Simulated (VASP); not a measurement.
Input of a VASP 6.6.1 run:

File INCAR:

```
SYSTEM = Mg5ZrN2
ALGO = Normal ; EDIFF = 1E-6
ENCUT = 600 ; GGA = PE
GGA_COMPAT = .FALSE. ; ISIF = 2
ISMEAR = 0 ; LASPH = .TRUE.
LCHARG = .FALSE. ; LREAL = .FALSE.
LWAVE = .FALSE. ; NBANDS = 26
NELM = 120 ; PREC = Accurate
SIGMA = 0.2
```

The input KPOINTS:

```
k-points
0
G
  3 3 4
  0 0 0
```

Contents of POSCAR:

```
Mg5ZrN2
1.0
    7.4353554031      0.0000000000      0.0000000000
    0.0000000000      7.4353554031      0.0000000000
    0.0000000000      0.0000000000      2.8905371351
Mg Zr N
5 1 2
Direct
    0.2552154316      0.2552154316      0.0000000000
    0.7447845684      0.7447845684      0.0000000000
    0.2552154316      0.7447845684      0.0000000000
    0.7447845684      0.2552154316      0.0000000000
    0.5000000000      0.5000000000      0.0000000000
    0.0000000000      0.0000000000      0.0000000000
    0.0000000000      0.5000000000      0.0033152603
    0.5000000000      0.0000000000      0.9966847397
```

Potentials or basis: VASP PAW PBE potentials, release 64 (Mg, Zr_sv, N).

Run with:

```sh
$ cat potpaw_PBE.64/Mg/POTCAR potpaw_PBE.64/Zr_sv/POTCAR potpaw_PBE.64/N/POTCAR > POTCAR
$ mpirun -np 1 vasp_std > vasp.out
```

Q: Predict the pressure.

A: 0.3 GPa.

Q: Predict the largest force.

A: 0.078 eV/Å.

Stress tensor (GPa, compression positive):
```
 0.57  0.00  0.00
 0.00  0.57  0.00
 0.00  0.00 -0.11
```

Caveat: the k points lie up to 0.54 Å⁻¹ apart.
